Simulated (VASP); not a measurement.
# ZnO (P6_122) in VASP: single point with PBE

Aim: the single point of ZnO with PBE.

All numbers are computed with VASP 6.6.1; they aren't measurements. Logs are shortened: lines on timing, memory, paths and dates and some standing lists are left out, and cuts for length are marked.

## 1. The cell of the first run

The structure is hexagonal, space group P6_122 (No. 178). The conventional cell has a = 5.178 Å, b = 5.178 Å, c = 9.819 Å, α = 90.00°, β = 90.00°, γ = 120.00°. Within 2.5 Å of Zn (site symmetry 2) lie 3 O at 1.88 to 1.93 Å. O (site symmetry 2) has 3 Zn at 1.88 to 1.93 Å within 2.5 Å.

The cell was generated, and may not be a known phase.

## 2. Single point, PBE

INCAR

```
  PREC = Accurate
  ENCUT = 520
  EDIFF = 1E-6
  ISMEAR = 0
  SIGMA = 0.02
  LREAL = False
  LASPH = True
  NELM = 60
  ALGO = Normal
  ISIF = 2
  LWAVE = False
  LCHARG = False
  GGA = PE
  NBANDS = 66
```

KPOINTS

```
regular mesh
0
Gamma
  6 6 4
```

POSCAR

```
ZnO
1.0
    5.1782510756      0.0000000000      0.0000000000
   -2.5891255378      4.4844969786      0.0000000000
    0.0000000000      0.0000000000      9.8192915573
Zn O
6 6
Direct
    0.7680807282      0.3840403641      0.0833333333
    0.6159596359      0.3840403641      0.4166666667
    0.3840403641      0.7680807282      0.2500000000
    0.6159596359      0.2319192718      0.7500000000
    0.2319192718      0.6159596359      0.5833333333
    0.3840403641      0.6159596359      0.9166666667
    0.5987875052      0.1975750104      0.2500000000
    0.1975750104      0.5987875052      0.0833333333
    0.4012124948      0.5987875052      0.4166666667
    0.8024249896      0.4012124948      0.5833333333
    0.5987875052      0.4012124948      0.9166666667
    0.4012124948      0.8024249896      0.7500000000
```

Potentials or basis: VASP PAW PBE potentials, release 64 (Zn, O).

Started as:

```bash
$ cat potpaw_PBE.64/Zn/POTCAR potpaw_PBE.64/O/POTCAR > POTCAR
$ mpirun -np 1 vasp_std > vasp.out
```

OUTCAR:

```text
PREC = Accurate
   ENCUT = 520
   EDIFF = 1E-6
   ISMEAR = 0
   LREAL = False
   LASPH = True
   NELM = 60
   ISIF = 2
   GGA = PE

 ion  position               nearest neighbor table
   1  0.768  0.384  0.083-  11 1.88   7 1.88   8 1.93
   2  0.616  0.384  0.417-  10 1.88   7 1.88   9 1.93
   3  0.384  0.768  0.250-   9 1.88   8 1.88   7 1.93
   4  0.616  0.232  0.750-  11 1.88  10 1.88  12 1.93
   5  0.232  0.616  0.583-   9 1.88  12 1.88  10 1.93
   6  0.384  0.616  0.917-   8 1.88  12 1.88  11 1.93
   7  0.599  0.198  0.250-   1 1.88   2 1.88   3 1.93
   8  0.198  0.599  0.083-   6 1.88   3 1.88   1 1.93
   9  0.401  0.599  0.417-   5 1.88   3 1.88   2 1.93
  10  0.802  0.401  0.583-   2 1.88   4 1.88   5 1.93
  11  0.599  0.401  0.917-   1 1.88   4 1.88   6 1.93
  12  0.401  0.802  0.750-   5 1.88   6 1.88   4 1.93

  LATTYP: Found a hexagonal cell.
 ALAT       =     5.1782510756
 C/A-ratio  =     1.8962563642

  Lattice vectors:

 A1 = (   5.1782510756,   0.0000000000,   0.0000000000)
 A2 = (  -2.5891255378,   4.4844969786,   0.0000000000)
 A3 = (   0.0000000000,   0.0000000000,   9.8192915573)

Analysis of symmetry for initial positions (statically):
=====================================================================
 Subroutine PRICEL returns:
 Original cell was already a primitive cell.

 Routine SETGRP: Setting up the symmetry group for a
 hexagonal supercell.

 Subroutine GETGRP returns: Found 12 space group operations
 (whereof  2 operations were pure point group operations)
 out of a pool of 24 trial point group operations.

The static configuration has the point symmetry C_2 .
 The point group associated with its full space group is D_6 .

Analysis of symmetry for dynamics (positions and initial velocities):
=====================================================================
 Subroutine PRICEL returns:
 Original cell was already a primitive cell.

 Routine SETGRP: Setting up the symmetry group for a
 hexagonal supercell.

 Subroutine GETGRP returns: Found 12 space group operations
 (whereof  2 operations were pure point group operations)
 out of a pool of 24 trial point group operations.

The dynamic configuration has the point symmetry C_2 .
 The point group associated with its full space group is D_6 .

 Subroutine INISYM returns: Found 12 space group operations
 (whereof  2 operations are pure point group operations),
 and found     1 'primitive' translations

----------------------------------------------------------------------------------------

                                     Primitive cell

  volume of cell :     228.0221

  direct lattice vectors                    reciprocal lattice vectors
     5.178251076  0.000000000  0.000000000     0.193115395  0.111495225  0.000000000
    -2.589125538  4.484496979  0.000000000     0.000000000  0.222990450  0.000000000
     0.000000000  0.000000000  9.819291557     0.000000000  0.000000000  0.101840341

  length of vectors
     5.178251076  5.178251076  9.819291557     0.222990450  0.222990450  0.101840341

  position of ions in fractional coordinates (direct lattice)
     0.768080728  0.384040364  0.083333333
     0.615959636  0.384040364  0.416666667
     0.384040364  0.768080728  0.250000000
     0.615959636  0.231919272  0.750000000
     0.231919272  0.615959636  0.583333333
     0.384040364  0.615959636  0.916666667
     0.598787505  0.197575010  0.250000000
     0.197575010  0.598787505  0.083333333
     0.401212495  0.598787505  0.416666667
     0.802424990  0.401212495  0.583333333
     0.598787505  0.401212495  0.916666667
     0.401212495  0.802424990  0.750000000

  ion indices of the primitive-cell ions
   primitive index   ion index
                 1           1
                 2           2
                 3           3
                 4           4
                 5           5
                 6           6
                 7           7
                 8           8
                 9           9
                10          10
                11          11
                12          12

----------------------------------------------------------------------------------------

 KPOINTS: regular mesh

Automatic generation of k-mesh.
 Grid dimensions read from file:
 generate k-points for:    6    6    4

 Generating k-lattice:

  Cartesian coordinates                     Fractional coordinates (reciprocal lattice)
     0.032185899  0.018582538  0.000000000     0.166666667  0.000000000  0.000000000
     0.000000000  0.037165075  0.000000000     0.000000000  0.166666667  0.000000000
     0.000000000  0.000000000  0.025460085     0.000000000  0.000000000  0.250000000

  Length of vectors
     0.037165075  0.037165075  0.025460085

  Shift w.r.t. Gamma in fractional coordinates (k-lattice)
     0.000000000  0.000000000  0.000000000

 Subroutine IBZKPT returns following result:
 ===========================================

 Found     21 irreducible k-points:

 Following reciprocal coordinates:
            Coordinates               Weight
  0.000000  0.000000  0.000000      1.000000
  0.166667 -0.000000  0.000000      6.000000
  0.333333 -0.000000  0.000000      6.000000
  0.500000 -0.000000  0.000000      3.000000
  0.166667  0.166667  0.000000      6.000000
  0.333333  0.166667  0.000000     12.000000
[... 13 lines left out ...]
  0.333333  0.166667  0.500000     12.000000
  0.333333  0.333333  0.500000      2.000000
   k-points           NKPTS =     21   k-points in BZ     NKDIM =     21   number of bands    NBANDS=     66
   number of dos      NEDOS =    301   number of ions     NIONS =     12
   total plane-waves  NPLWV = 128000
   dimension x,y,z NGX =    40 NGY =   40 NGZ =   80
   dimension x,y,z NGXF=    80 NGYF=   80 NGZF=  160
   ions per type =               6   6
   NGX,Y,Z   is equivalent  to a cutoff of  12.84, 12.84, 13.54 a.u.
   NGXF,Y,Z  is equivalent  to a cutoff of  25.68, 25.68, 27.09 a.u.
 SYSTEM =  unknown system
   PREC   = accura    normal or accurate (medium, high low for compatibility)
   ISTART =      0    job   : 0-new  1-cont  2-samecut
   ICHARG =      2    charge: 1-file 2-atom 10-const
   ISPIN  =      1    spin polarized calculation?
   LNONCOLLINEAR =      F non collinear calculations
   LSORBIT =      F    spin-orbit coupling
   LASPH  =      T    aspherical Exc in radial PAW
   ENCUT  =  520.0 eV  38.22 Ry    6.18 a.u.   9.63  9.63 18.26*2*pi/ulx,y,z
   NELM   =     60;   NELMIN=  2; NELMDL= -5     # of ELM steps
   EDIFF  = 0.1E-05   stopping-criterion for ELM
   LREAL  =      F    real-space projection
   EDIFFG = 0.1E-04   stopping-criterion for IOM
   NSW    =      0    number of steps for IOM
   IBRION =     -1    ionic relax: 0-MD 1-quasi-New 2-CG
   NFREE  =      0    steps in history (QN), initial steepest desc. (CG)
   ISIF   =      2    stress and relaxation
   ISYM   =      2    0-nonsym 1-usesym 2-fastsym
   POTIM  = 0.5000    time-step for ionic-motion
   TEBEG  =    0.0;   TEEND  =   0.0 temperature during run
   PSTRESS=    0.0 pullay stress
   NELECT =     108.0000    total number of electrons
   NUPDOWN=      -1.0000    fix difference up-down
   EMIN   =  10.00;   EMAX   =-10.00  energy-range for DOS
   EFERMI =   0.00;   METHOD = LEGACY
   ISMEAR =     0;   SIGMA  =   0.02  broadening in eV -4-tet -1-fermi 0-gaus
   EFERMI_NEDOS =   21; number of points for ismear=-14 and -15
   IALGO  =     38    algorithm
   IMIX   =      4    mixing-type and parameters
     AMIX     =   0.40;   BMIX     =  1.00
     AMIX_MAG =   1.60;   BMIX_MAG =  1.00
  volume/ion in A,a.u.               =      19.00       128.23
  Fermi-wavevector in a.u.,A,eV,Ry     =   1.276117  2.411511 22.156734  1.628474
  Thomas-Fermi vector in A             =   2.408791
   LORBIT       =      0    0 simple, 1 ext, 2 COOP (PROOUT), +10 PAW based schemes
   GGA     = PE    functional components
   LHFCALC =     F    Hartree Fock is set to
   AEXX    =    0.0000 exact exchange contribution
   IVDW    =     0    specifies the selected vdW correction
   LEPSILON=     F    determine dielectric tensor
   LRPA    =     F    only Hartree local field effects (RPA)
 non-spin polarized calculation
 Gauss-broadening in eV      SIGMA  =   0.02
  energy-cutoff  :      520.00
  volume of cell :      228.02
 maximum number of plane-waves:      6205
 NGX is ok and might be reduce to    40
   NGX = 19   NGY = 19   NGZ = 37

 number of electron     107.9999995 magnetization

 Free energy of the ion-electron system (eV)
  ---------------------------------------------------
  ext. energy  EPLUGINS =         0.00000000
  ---------------------------------------------------
  free energy    TOTEN  =       -50.08296164 eV

  energy without entropy =      -50.08296164  energy(sigma->0) =      -50.08296164

 E-fermi :  -1.1947     XC(G=0):  -8.1049

 val. band max:       -1.2856744674   @ k =   0.0000   0.0000   0.0000
 cond. band min:      -0.3811163975   @ k =   0.0000   0.0000   0.0000
 fundamental gap:      0.9045580699
 Fermi energy:        -1.1946847695

 k-point     1 :       0.0000    0.0000    0.0000
  band No.  band energies     occupation
      1     -18.7053      2.00000
      2     -18.3973      2.00000
      3     -18.3973      2.00000
      4     -18.1676      2.00000
      5     -18.1186      2.00000
      6     -18.1186      2.00000
[... 58 lines left out ...]
     65       7.0610      0.00000
     66       7.0611      0.00000

 k-point     2 :       0.1667   -0.0000    0.0000
  band No.  band energies     occupation
      1     -18.6760      2.00000
      2     -18.3920      2.00000
      3     -18.3762      2.00000
      4     -18.2097      2.00000
      5     -18.1250      2.00000
      6     -18.1212      2.00000
[... 1300 lines left out ...]
     65       6.6368      0.00000
     66       6.6368      0.00000

 k-point    21 :       0.3333    0.3333    0.5000
  band No.  band energies     occupation
      1     -18.4184      2.00000
      2     -18.4184      2.00000
      3     -18.3781      2.00000
      4     -18.3781      2.00000
      5     -18.1464      2.00000
      6     -18.1464      2.00000
[... 58 lines left out ...]
     65       6.3586      0.00000
     66       6.3586      0.00000

------------------------ aborting loop because EDIFF is reached ----------------------------------------

  FORCE on cell =-STRESS in cart. coord.  units (eV):
  Direction    XX          YY          ZZ          XY          YZ          ZX
  --------------------------------------------------------------------------------------
  -------------------------------------------------------------------------------------
  Total        0.6855889      0.6855889      1.5449555      0.0000000     -0.0000000      0.0000000
  in kB        4.8172298      4.8172298     10.8554931      0.0000000     -0.0000000      0.0000000
  external PRESSURE =       6.8299842 kB  Pullay stress =       0.0000000 kB

 VOLUME and BASIS-vectors are now :
 -----------------------------------------------------------------------------
  energy-cutoff  :      520.00
  volume of cell :      228.02
      direct lattice vectors                 reciprocal lattice vectors
     5.178251076  0.000000000  0.000000000     0.193115395  0.111495225  0.000000000
    -2.589125538  4.484496979  0.000000000     0.000000000  0.222990450  0.000000000
     0.000000000  0.000000000  9.819291557     0.000000000  0.000000000  0.101840341

 POSITION                                       TOTAL-FORCE (eV/Angst)
 -----------------------------------------------------------------------------------
      2.98299      1.72223      0.81827         0.004768      0.002753      0.000000
      2.19526      1.72223      4.09137        -0.004768      0.002753     -0.000000
      0.00000      3.44446      2.45482         0.000000      0.005506      0.000000
      2.58913      1.04004      7.36447         0.000000     -0.005506      0.000000
     -0.39386      2.76227      5.72792        -0.004768     -0.002753      0.000000
      0.39386      2.76227      9.00102         0.004768     -0.002753     -0.000000
      2.58913      0.88602      2.45482         0.000000     -0.011750      0.000000
     -0.52724      2.68526      0.81827        -0.010176     -0.005875      0.000000
      0.52724      2.68526      4.09137         0.010176     -0.005875      0.000000
      3.11637      1.79924      5.72792         0.010176      0.005875      0.000000
      2.06188      1.79924      9.00102        -0.010176      0.005875      0.000000
      0.00000      3.59847      7.36447         0.000000      0.011750      0.000000
 -----------------------------------------------------------------------------------
    total drift:                               -0.000000      0.000000     -0.000002

  FREE ENERGIE OF THE ION-ELECTRON SYSTEM (eV)
  ---------------------------------------------------
  free  energy   TOTEN  =       -50.0829616424 eV

  energy  without entropy=      -50.0829616424  energy(sigma->0) =      -50.08296164
```

Run time: 7.3 min. Hardware: 1 thread of Oxide Virtual Turin-like, shared host; peak memory 0.44 GiB.

Results:

```yaml
Free_energy: -50.0830 eV
Pressure: 0.7 GPa
Largest_force: 0.012 eV/Å
Band_gap_on_the_k_mesh: 0.90 eV
```

Forces on the atoms (eV/Å):
```
Zn   0.005  0.003  0.000
Zn  -0.005  0.003  0.000
Zn   0.000  0.006  0.000
Zn   0.000 -0.006  0.000
Zn  -0.005 -0.003  0.000
Zn   0.005 -0.003  0.000
O    0.000 -0.012  0.000
O   -0.010 -0.006  0.000
O    0.010 -0.006  0.000
O    0.010  0.006  0.000
O   -0.010  0.006  0.000
O    0.000  0.012  0.000
```
